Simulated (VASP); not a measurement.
**CoSi2: single point with PBEsol**

The system is CoSi2, a slab with vacuum.

```
Si Co
1.0
     3.75651    0.00000    0.00000
     0.00000    3.75651    0.00000
     0.00000    0.00000   23.64063
Si Co
6 3
Direct
  0.50000 0.00000 0.35955
  0.00000 0.50000 0.35955
  0.00000 0.50000 0.47191
  0.50000 0.00000 0.47191
  0.50000 0.00000 0.58532
  0.00000 0.50000 0.58532
  0.50000 0.50000 0.41573
  0.00000 0.00000 0.52719
  0.50000 0.50000 0.63712
```

```
Program                : VASP 6.6.1
Task                   : single point
Functional             : PBEsol
Potentials or basis    : VASP PAW PBE potentials, release 64 (Si, Co)
Cutoff                 : 520 eV
k mesh                 : 8 × 8 × 1
Occupations            : gaussian, width 0.1 eV
Spin                   : no spin polarisation
Dipole correction      : yes
Further INCAR settings : ALGO = Normal; EDIFF = 1e-06; NBANDS = 36
```

| Property | Result |
| --- | --- |
| Largest force | 0.079 eV/Å |

Forces in eV/Å, atoms in the order of the input:
```
Si   0.000  0.000  0.074
Si   0.000  0.000  0.074
Si   0.000  0.000 -0.079
Si   0.000  0.000 -0.079
Si   0.000  0.000 -0.022
Si   0.000  0.000 -0.022
Co   0.000  0.000  0.005
Co   0.000  0.000  0.004
Co   0.000  0.000  0.045
```

Levels at points of the mesh, in eV from the Fermi level:
```
           k point  band 23  band 24  band 25  band 26  band 27  band 28
(0.00, 0.00, 0.00)     0.06     0.06     0.11     0.67     1.51     1.92
(0.50, 0.00, 0.00)    -0.94    -0.33     0.03     0.24     0.89     1.72
(0.50, 0.50, 0.00)    -1.14    -0.91    -0.91    -0.82    -0.60    -0.48
```

Run time: 3.2 min on 1 thread of Intel(R) Xeon(R) 6975P-C (Granite Rapids) (shared host), peak memory 0.46 GiB.

Caveat: the PAW data sets were made with another functional, which shifts forces and pressure a little. Spin polarisation is off, so any magnetic state and its effect on volume and gap are missing.
